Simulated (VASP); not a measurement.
InP, 2 atoms in the cell. It takes space group F-43m (No. 216, cubic). Conventional cell: a = 5.919 Å, b = 5.919 Å, c = 5.919 Å, α = 90.00°, β = 90.00°, γ = 90.00°. Within 3.4 Å of In (site symmetry -43m) lie 4 P at 2.56 Å. P (site symmetry -43m) has 4 In at 2.56 Å within 3.4 Å. 

```yaml
Program: VASP 6.6.1
Task: single point
Functional: PBE
Potentials_or_basis: VASP PAW PBE potentials, release 64 (In_d, P)
Cutoff: 520 eV
k_mesh: 10 × 10 × 10
Occupations: gaussian, width 0.05 eV
Spin: no spin polarisation
Dipole_correction: no
Further_INCAR_settings: ALGO = Normal; EDIFF = 1e-07; NBANDS = 16
```

Potentials or basis: VASP PAW PBE potentials, release 64 (In_d, P).

Run with:

```console
$ cat potpaw_PBE.64/In_d/POTCAR potpaw_PBE.64/P/POTCAR > POTCAR
$ mpirun -np 1 vasp_std > vasp.out
```

Hardware: 1 thread of AMD EPYC 7R13 (shared host).

Question: How long does it take, and how much memory?

Answer: Wall time 67 s on 1 thread of AMD EPYC 7R13 (shared host), peak memory 0.16 GiB. Counts: scf iterations 15, k points 47.
